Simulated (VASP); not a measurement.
# HfN (I4/mmm) in VASP: further runs, part 2 of 2

VASP 6.6.1.

### Step 5. Single point, PBEsol (strain +0.0150 x Voigt [1, 1, 0, 0, 0, 0])

File INCAR:

```
PREC = Accurate
ENCUT = 520
EDIFF = 1E-7
ISMEAR = 0
SIGMA = 0.15
LREAL = F
LASPH = T
NELM = 80
ALGO = Normal
ISIF = 2
LWAVE = F
LCHARG = T
GGA = PS
LELF = T
LVHAR = T
NBANDS = 14
```

File KPOINTS:

```
regular mesh
0
Gamma
  18 18 18
```

File POSCAR:

```
HfN
1.0
    0.0000000000      2.2928850000      2.2590000000
    2.2928850000      0.0000000000      2.2590000000
    2.2928850000      2.2928850000      0.0000000000
Hf N
1 1
Direct
    0.0000000000      0.0000000000      0.0000000000
    0.5000000000      0.5000000000      0.5000000000
```

Potentials or basis: VASP PAW PBE potentials, release 64 (Hf_pv, N).

Launch:

```bash
$ cat potpaw_PBE.64/Hf_pv/POTCAR potpaw_PBE.64/N/POTCAR > POTCAR
$ mpirun -np 1 vasp_std > vasp.out
```

OUTCAR:

```text
PREC = Accurate
   ENCUT = 520
   EDIFF = 1E-7
   ISMEAR = 0
   LREAL = F
   LASPH = T
   NELM = 80
   ISIF = 2
   GGA = PS

 ion  position               nearest neighbor table
   1  0.000  0.000  0.000-   2 2.26   2 2.26   2 2.29   2 2.29   2 2.29   2 2.29
   2  0.500  0.500  0.500-   1 2.26   1 2.26   1 2.29   1 2.29   1 2.29   1 2.29

  LATTYP: Found a body centered tetragonal cell.
 ALAT       =     3.2426290640
 C/A-ratio  =     1.3933138546

  Lattice vectors:

[... 594 lines left out ...]

------------------------ aborting loop because EDIFF is reached ----------------------------------------

  FORCE on cell =-STRESS in cart. coord.  units (eV):
  Direction    XX          YY          ZZ          XY          YZ          ZX
  --------------------------------------------------------------------------------------
  -------------------------------------------------------------------------------------
  Total       -2.1652206     -2.1652206     -1.2494313      0.0000000     -0.0000000      0.0000000
  in kB     -146.0501360   -146.0501360    -84.2776048      0.0000000     -0.0000000      0.0000000
  external PRESSURE =    -125.4592923 kB  Pullay stress =       0.0000000 kB

 VOLUME and BASIS-vectors are now :
 -----------------------------------------------------------------------------
  energy-cutoff  :      520.00
  volume of cell :       23.75
      direct lattice vectors                 reciprocal lattice vectors
     0.000000000  2.292885000  2.259000000    -0.218065886  0.218065886  0.221336875
     2.292885000  0.000000000  2.259000000     0.218065886 -0.218065886  0.221336875
     2.292885000  2.292885000  0.000000000     0.218065886  0.218065886 -0.221336875

 POSITION                                       TOTAL-FORCE (eV/Angst)
 -----------------------------------------------------------------------------------
      0.00000      0.00000      0.00000        -0.000000      0.000000      0.000000
      2.29289      2.29289      2.25900         0.000000     -0.000000      0.000000
 -----------------------------------------------------------------------------------
    total drift:                                0.000000     -0.000000     -0.000000

  FREE ENERGIE OF THE ION-ELECTRON SYSTEM (eV)
  ---------------------------------------------------
  free  energy   TOTEN  =       -22.9459185038 eV

  energy  without entropy=      -22.9385366776  energy(sigma->0) =      -22.94222759
```

OSZICAR:

```text
N       E                     dE             d eps       ncg     rms          rms(c)
DAV:   1     0.369365512098E+02    0.36937E+02   -0.77399E+03 13478   0.100E+03
DAV:   2    -0.236677339560E+02   -0.60604E+02   -0.56705E+02 17842   0.234E+02
DAV:   3    -0.256762095070E+02   -0.20085E+01   -0.20001E+01 15434   0.349E+01
DAV:   4    -0.256839549281E+02   -0.77454E-02   -0.77445E-02 15992   0.252E+00
DAV:   5    -0.256840036513E+02   -0.48723E-04   -0.48723E-04 15524   0.174E-01    0.474E+01
DAV:   6    -0.230841972882E+02    0.25998E+01   -0.73824E+00 14826   0.207E+01    0.401E+01
DAV:   7    -0.229811528799E+02    0.10304E+00   -0.45298E-01 17076   0.585E+00    0.253E+01
DAV:   8    -0.229524344538E+02    0.28718E-01   -0.13086E-01 15378   0.299E+00    0.541E+00
DAV:   9    -0.229460725212E+02    0.63619E-02   -0.17347E-02 15066   0.104E+00    0.199E+00
DAV:  10    -0.229459583056E+02    0.11422E-03   -0.11154E-03 17934   0.310E-01    0.488E-01
DAV:  11    -0.229459197775E+02    0.38528E-04   -0.81626E-05 17040   0.884E-02    0.876E-02
DAV:  12    -0.229459187087E+02    0.10688E-05   -0.78578E-06 17144   0.237E-02    0.189E-02
DAV:  13    -0.229459185464E+02    0.16231E-06   -0.12951E-07 11868   0.356E-03    0.334E-03
DAV:  14    -0.229459185038E+02    0.42560E-07   -0.17726E-08  9498   0.123E-03
   1 F= -.22945919E+02 E0= -.22942228E+02  d E =-.738183E-02
```

stdout:

```text
POSCAR found type information on POSCAR HfN
 POSCAR found :  2 types and       2 ions
 scaLAPACK will be used
 -----------------------------------------------------------------------------
|                                                                             |
|                                                                             |
|     You enforced a specific xc type in the INCAR file but a different       |
|     I HOPE YOU KNOW WHAT YOU ARE DOING!                                     |
|                                                                             |
 -----------------------------------------------------------------------------

 LDA part: xc-table for (Slater+PW92), standard interpolation
 POSCAR, INCAR and KPOINTS ok, starting setup
 FFT: planning ... GRIDC
 FFT: planning ... GRID_SOFT
 FFT: planning ... GRID
 WAVECAR not read
 entering main loop
```

It took 76 s on 1 thread of Intel Xeon Platinum 8259CL at 2.50GHz (Skylake/Cascade Lake), shared host; peak memory 0.28 GiB.

What came out:

```
Free energy : -22.9459 eV
Pressure    : -12.5 GPa
```

Levels at points of the mesh, in eV from the Fermi level:
| k point | band 5 | band 6 | band 7 | band 8 | band 9 | band 10 | band 11 | band 12 |
| --- | --- | --- | --- | --- | --- | --- | --- | --- |
| (0.00, 0.00, 0.00) | -2.96 | -2.96 | -2.89 | -0.39 | -0.39 | -0.23 | 1.42 | 1.78 |
| (0.50, 0.00, 0.00) | -8.72 | -6.02 | -6.01 | 3.17 | 3.53 | 3.63 | 4.26 | 8.36 |
| (0.50, 0.50, 0.00) | -5.27 | -3.72 | -3.67 | -3.67 | 3.95 | 5.26 | 5.33 | 5.33 |
| (0.50, 0.00, 0.50) | -5.42 | -3.68 | -3.63 | -3.57 | 3.91 | 5.23 | 5.32 | 5.43 |

Caveat: the cell differs from its parent crystal (strain +0.0150 x Voigt [1, 1, 0, 0, 0, 0]); the PAW data sets were made with another functional, which shifts forces and pressure a little; spin-orbit coupling is left out, which moves the levels of the heavy elements.

### Step 6. Single point, PBEsol (strain +0.0300 x Voigt [1, 1, 0, 0, 0, 0])

File INCAR:

```
PREC = Accurate
ENCUT = 520
EDIFF = 1E-6
ISMEAR = 0
SIGMA = 0.15
LREAL = F
LASPH = T
NELM = 80
ALGO = Normal
ISIF = 2
LWAVE = F
LCHARG = F
GGA = PS
NBANDS = 14
```

KPOINTS is that of step 5.

File POSCAR:

```
HfN
1.0
    0.0000000000      2.3267700000      2.2590000000
    2.3267700000      0.0000000000      2.2590000000
    2.3267700000      2.3267700000      0.0000000000
Hf N
1 1
Direct
    0.0000000000      0.0000000000      0.0000000000
    0.5000000000      0.5000000000      0.5000000000
```

Potentials or basis: VASP PAW PBE potentials, release 64 (Hf_pv, N).

Launch:

```bash
$ cat potpaw_PBE.64/Hf_pv/POTCAR potpaw_PBE.64/N/POTCAR > POTCAR
$ mpirun -np 1 vasp_std > vasp.out
```

Wall time 65 s (1 thread of Intel Xeon Platinum 8259CL at 2.50GHz (Skylake/Cascade Lake), shared host); peak memory 0.28 GiB.

It converged, with:

| Property | Result |
| --- | --- |
| Free energy | -22.8643 eV |
| Pressure | -18.7 GPa |

Stress tensor (GPa, compression positive):
```
-22.28   0.00   0.00
  0.00 -22.28   0.00
  0.00   0.00 -11.40
```

Levels at points of the mesh, in eV from the Fermi level:
| k point | band 4 | band 5 | band 6 | band 7 | band 8 | band 9 | band 10 | band 11 | band 12 | band 13 |
| --- | --- | --- | --- | --- | --- | --- | --- | --- | --- | --- |
| (0.00, 0.00, 0.00) | -17.08 | -2.94 | -2.94 | -2.82 | -0.42 | -0.42 | -0.12 | 1.02 | 1.61 | 2.30 |
| (0.50, 0.00, 0.00) | -14.62 | -8.55 | -5.88 | -5.87 | 3.03 | 3.37 | 3.54 | 4.10 | 7.86 | 8.44 |
| (0.50, 0.50, 0.00) | -15.97 | -5.17 | -3.69 | -3.69 | -3.62 | 3.80 | 4.92 | 5.12 | 5.12 | 7.45 |
| (0.50, 0.00, 0.50) | -16.00 | -5.46 | -3.61 | -3.54 | -3.50 | 3.67 | 4.92 | 5.09 | 5.29 | 7.13 |

Caveat: the cell differs from its parent crystal (strain +0.0300 x Voigt [1, 1, 0, 0, 0, 0]); the PAW data sets were made with another functional, which shifts forces and pressure a little; spin-orbit coupling is left out, which moves the levels of the heavy elements.

### Step 7. Overview

```csv
cell,gap on the mesh (eV),pressure (GPa)
"a = 3.100, b = 3.100, c = 3.003 Å, angles 61.0, 61.0, 57.9°, 2 atoms",none,42.0
"a = 3.124, b = 3.124, c = 3.051 Å, angles 60.8, 60.8, 58.5°, 2 atoms",none,26.9
"a = 3.147, b = 3.147, c = 3.099 Å, angles 60.5, 60.5, 59.0°, 2 atoms",none,14.3
"a = 3.219, b = 3.219, c = 3.243 Å, angles 59.8, 59.8, 60.5°, 2 atoms",none,-12.5
"a = 3.243, b = 3.243, c = 3.291 Å, angles 59.5, 59.5, 61.0°, 2 atoms",none,-18.7
```

Alike in all rows: task single point; level PBEsol; potentials or basis VASP PAW PBE potentials, release 64 (Hf_pv, N); no spin polarisation; k mesh 18 × 18 × 18; cutoff (eV) 520; smearing gaussian 0.15 eV.

Caveats: the PAW data sets were made with another functional, which shifts forces and pressure a little; spin-orbit coupling is left out, which moves the levels of the heavy elements.

Total energies depend on the potentials used, so only differences within one code and one set of settings carry meaning.
